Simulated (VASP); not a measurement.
# BeS (F-43m) in VASP: relaxation of cell and atoms with PBEsol

Aim: the relaxation of cell and atoms of BeS with PBEsol.

All numbers are computed with VASP 6.6.1; they aren't measurements. Logs are shortened: lines on timing, memory, paths and dates and some standing lists are left out, and cuts for length are marked.

## 1. The cell of the first run

The structure is cubic, space group F-43m (No. 216). The conventional cell has a = 4.838 Å, b = 4.838 Å, c = 4.838 Å, α = 90.00°, β = 90.00°, γ = 90.00°. Be (site symmetry -43m) has 4 S at 2.09 Å within 2.8 Å. S (site symmetry -43m) has 4 Be at 2.09 Å within 2.8 Å.

## 2. Relaxation of cell and atoms, PBEsol, target pressure 9 GPa, at which the enthalpy is minimised

File INCAR:

```
SYSTEM = BeS
  ALGO = Normal
  EDIFF = 1E-7
  EDIFFG = -0.001
  ENCUT = 600
  GGA = PS
  IBRION = 2
  ISIF = 3
  ISMEAR = 0
  LASPH = .True.
  LCHARG = .False.
  LREAL = .False.
  LWAVE = .False.
  NELM = 100
  NSW = 80
  PREC = Accurate
  PSTRESS = 90.0
  SIGMA = 0.01
```

File KPOINTS:

```
k-points
0
Gamma
  8 8 8
  0 0 0
```

File POSCAR:

```
BeS
1.0
    0.0000000000      2.4189957384      2.4189957384
    2.4189957384      0.0000000000      2.4189957384
    2.4189957384      2.4189957384      0.0000000000
Be S
1 1
Direct
    0.0000000000      0.0000000000      0.0000000000
    0.7500000000      0.7500000000      0.7500000000
```

Potentials or basis: VASP PAW PBE potentials, release 64 (Be, S).

Launch:

```
> cat potpaw_PBE.64/Be/POTCAR potpaw_PBE.64/S/POTCAR > POTCAR
> mpirun -np 1 vasp_std > vasp.out
```

OUTCAR:

```text
SYSTEM = BeS
   EDIFF = 1E-7
   EDIFFG = -0.001
   ENCUT = 600
   GGA = PS
   IBRION = 2
   ISIF = 3
   ISMEAR = 0
   LASPH = .True.
   LREAL = .False.
   NELM = 100
   NSW = 80
   PREC = Accurate
   PSTRESS = 90.0

 ion  position               nearest neighbor table
   1  0.000  0.000  0.000-   2 2.09   2 2.09   2 2.09   2 2.09
   2  0.750  0.750  0.750-   1 2.09   1 2.09   1 2.09   1 2.09

  LATTYP: Found a face centered cubic cell.
 ALAT       =     4.8379914768

  Lattice vectors:

 A1 = (   0.0000000000,   2.4189957384,   2.4189957384)
 A2 = (   2.4189957384,   0.0000000000,   2.4189957384)
 A3 = (   2.4189957384,   2.4189957384,   0.0000000000)

Analysis of symmetry for initial positions (statically):
=====================================================================
 Subroutine PRICEL returns:
 Original cell was already a primitive cell.

 Routine SETGRP: Setting up the symmetry group for a
 face centered cubic supercell.

 Subroutine GETGRP returns: Found 24 space group operations
 (whereof 24 operations were pure point group operations)
 out of a pool of 48 trial point group operations.

The static configuration has the point symmetry T_d .

Analysis of symmetry for dynamics (positions and initial velocities):
=====================================================================
 Subroutine PRICEL returns:
 Original cell was already a primitive cell.

 Routine SETGRP: Setting up the symmetry group for a
 face centered cubic supercell.

 Subroutine GETGRP returns: Found 24 space group operations
 (whereof 24 operations were pure point group operations)
 out of a pool of 48 trial point group operations.

The dynamic configuration has the point symmetry T_d .

 Subroutine INISYM returns: Found 24 space group operations
 (whereof 24 operations are pure point group operations),
 and found     1 'primitive' translations

----------------------------------------------------------------------------------------

                                     Primitive cell

  volume of cell :      28.3097

  direct lattice vectors                    reciprocal lattice vectors
     0.000000000  2.418995738  2.418995738    -0.206697346  0.206697346  0.206697346
     2.418995738  0.000000000  2.418995738     0.206697346 -0.206697346  0.206697346
     2.418995738  2.418995738  0.000000000     0.206697346  0.206697346 -0.206697346

  length of vectors
     3.420976581  3.420976581  3.420976581     0.358010306  0.358010306  0.358010306

  position of ions in fractional coordinates (direct lattice)
     0.000000000  0.000000000  0.000000000
     0.750000000  0.750000000  0.750000000

  ion indices of the primitive-cell ions
   primitive index   ion index
                 1           1
                 2           2

----------------------------------------------------------------------------------------
[... 60 lines left out ...]
 SYSTEM =  BeS
   PREC   = accura    normal or accurate (medium, high low for compatibility)
   ISTART =      0    job   : 0-new  1-cont  2-samecut
   ICHARG =      2    charge: 1-file 2-atom 10-const
   ISPIN  =      1    spin polarized calculation?
   LNONCOLLINEAR =      F non collinear calculations
   LSORBIT =      F    spin-orbit coupling
   LASPH  =      T    aspherical Exc in radial PAW
   ENCUT  =  600.0 eV  44.10 Ry    6.64 a.u.   6.83  6.83  6.83*2*pi/ulx,y,z
   NELM   =    100;   NELMIN=  2; NELMDL= -5     # of ELM steps
   EDIFF  = 0.1E-06   stopping-criterion for ELM
   LREAL  =      F    real-space projection
   EDIFFG = -.1E-02   stopping-criterion for IOM
   NSW    =     80    number of steps for IOM
   IBRION =      2    ionic relax: 0-MD 1-quasi-New 2-CG
   NFREE  =      1    steps in history (QN), initial steepest desc. (CG)
   ISIF   =      3    stress and relaxation
   ISYM   =      2    0-nonsym 1-usesym 2-fastsym
   POTIM  = 0.5000    time-step for ionic-motion
   TEBEG  =    0.0;   TEEND  =   0.0 temperature during run
   PSTRESS=   90.0 pullay stress
   NELECT =       8.0000    total number of electrons
   NUPDOWN=      -1.0000    fix difference up-down
   EMIN   =  10.00;   EMAX   =-10.00  energy-range for DOS
   EFERMI =   0.00;   METHOD = LEGACY
   ISMEAR =     0;   SIGMA  =   0.01  broadening in eV -4-tet -1-fermi 0-gaus
   EFERMI_NEDOS =   21; number of points for ismear=-14 and -15
   IALGO  =     38    algorithm
   IMIX   =      4    mixing-type and parameters
     AMIX     =   0.40;   BMIX     =  1.00
     AMIX_MAG =   1.60;   BMIX_MAG =  1.00
  volume/ion in A,a.u.               =      14.15        95.52
  Fermi-wavevector in a.u.,A,eV,Ry     =   1.074302  2.030136 15.702822  1.154125
  Thomas-Fermi vector in A             =   2.210126
   LORBIT       =      0    0 simple, 1 ext, 2 COOP (PROOUT), +10 PAW based schemes
   GGA     = PS    functional components
   LHFCALC =     F    Hartree Fock is set to
   AEXX    =    0.0000 exact exchange contribution
   IVDW    =     0    specifies the selected vdW correction
   LEPSILON=     F    determine dielectric tensor
   LRPA    =     F    only Hartree local field effects (RPA)
 conjugate gradient relaxation of ions
 non-spin polarized calculation
 Gauss-broadening in eV      SIGMA  =   0.01
  energy-cutoff  :      600.00
  volume of cell :       28.31
 maximum number of plane-waves:       960
   NGX = 13   NGY = 13   NGZ = 13

--------------------------------------- Ionic step        1  -------------------------------------------

 number of electron       8.0000000 magnetization

 Free energy of the ion-electron system (eV)
  ---------------------------------------------------
  ext. energy  EPLUGINS =         0.00000000
  ---------------------------------------------------
  free energy    TOTEN  =       -10.56435098 eV

  energy without entropy =      -10.56435098  energy(sigma->0) =      -10.56435098

 E-fermi :   4.3389     XC(G=0):  -9.9315

 val. band max:        4.2215132998   @ k =   0.0000   0.0000   0.0000
 cond. band min:       7.1327878178   @ k =   0.5000   0.5000   0.0000
 fundamental gap:      2.9112745180
 Fermi energy:         4.3388820156

 k-point     1 :       0.0000    0.0000    0.0000
  band No.  band energies     occupation
      1      -9.5465      2.00000
      2       4.2215      2.00000
      3       4.2215      2.00000
      4       4.2215      2.00000
      5       9.8280      0.00000
      6       9.8280      0.00000
      7       9.8280      0.00000
      8       9.9903      0.00000
[... 328 lines left out ...]
--------------------------------------- Ionic step        3  -------------------------------------------

 number of electron       8.0000000 magnetization

 Free energy of the ion-electron system (eV)
  ---------------------------------------------------
  ext. energy  EPLUGINS =         0.00000000
  ---------------------------------------------------
  free energy    TOTEN  =       -10.50691001 eV

  energy without entropy =      -10.50691001  energy(sigma->0) =      -10.50691001

 E-fermi :   5.1635     XC(G=0): -10.2540

 val. band max:        5.0713565628   @ k =   0.0000   0.0000   0.0000
 cond. band min:       7.7907288779   @ k =   0.5000   0.5000   0.0000
 fundamental gap:      2.7193723151
 Fermi energy:         5.1635240258

 k-point     1 :       0.0000    0.0000    0.0000
  band No.  band energies     occupation
      1      -9.2566      2.00000
      2       5.0714      2.00000
      3       5.0714      2.00000
      4       5.0714      2.00000
      5      10.6255      0.00000
      6      10.6255      0.00000
      7      10.6255      0.00000
      8      11.5165      0.00000
[... 286 lines left out ...]
  energy  without entropy=      -10.5069100115  energy(sigma->0) =      -10.50691001

  enthalpy is  TOTEN    =        -9.0360786658 eV   P V=        1.4708313457

 reached required accuracy - stopping structural energy minimisation
```

CONTCAR:

```text
BeS
   1.00000000000000
     0.0000000000000000    2.3568592707782106    2.3568592707782106
     2.3568592707782106   -0.0000000000000000    2.3568592707782106
     2.3568592707782106    2.3568592707782106    0.0000000000000000
  Be              S
     1     1
Direct
     0.0000000000000000    0.0000000000000000    0.0000000000000000
     0.7500000000000000    0.7500000000000000    0.7500000000000000

  0.00000000E+00  0.00000000E+00  0.00000000E+00
  0.00000000E+00  0.00000000E+00  0.00000000E+00
```

Run time: 20 s. Hardware: 1 thread of AMD EPYC 7R13 (Zen 3), shared host; peak memory 0.12 GiB.

Results:

| Item | Value |
| --- | --- |
| Free energy | -10.5069 eV |
| Relaxed volume | 13.09 Å³/atom |
| Relaxed cell | a = 3.333 Å, b = 3.333 Å, c = 3.333 Å, α = 60.00°, β = 60.00°, γ = 60.00° |
| Space group after relaxing (to 0.05 Å) | F-43m (No. 216) |
| Energy change on relaxing (the enthalpy is what falls) | +28.7 meV/atom |
| Ionic steps | 3 |
| Pressure after relaxing | 9.0 GPa |
| Band gap on the k mesh | 2.72 eV, indirect (least direct gap 5.55 eV) |

The path:
```csv
step,energy change (eV),largest force (eV/Å),pressure (GPa),volume (Å³)
1,0.0000,0.0000,0.19,28.31
2,0.1250,0.0000,14.07,25.24
3,0.0574,0.0000,9.01,26.18
```

Final structure:
```
Be S
1.0
     0.00000    2.35686    2.35686
     2.35686    0.00000    2.35686
     2.35686    2.35686    0.00000
Be S
1 1
Direct
  0.00000 0.00000 0.00000
  0.75000 0.75000 0.75000
```

Levels at points of the mesh, in eV from the valence-band top:
```
           k point  band 2  band 3  band 4  band 5  band 6  band 7
(0.00, 0.00, 0.00)    0.00    0.00    0.00    5.55    5.55    5.55
(0.50, 0.00, 0.00)   -6.45   -1.17   -1.17    5.69    6.44    6.44
(0.50, 0.50, 0.00)   -5.53   -2.99   -2.99    2.72    4.72   13.44
```

Caveat: the cell is relaxed towards a set pressure, so the enthalpy falls and the energy may rise; the PAW data sets were made with another functional, which shifts forces and pressure a little.
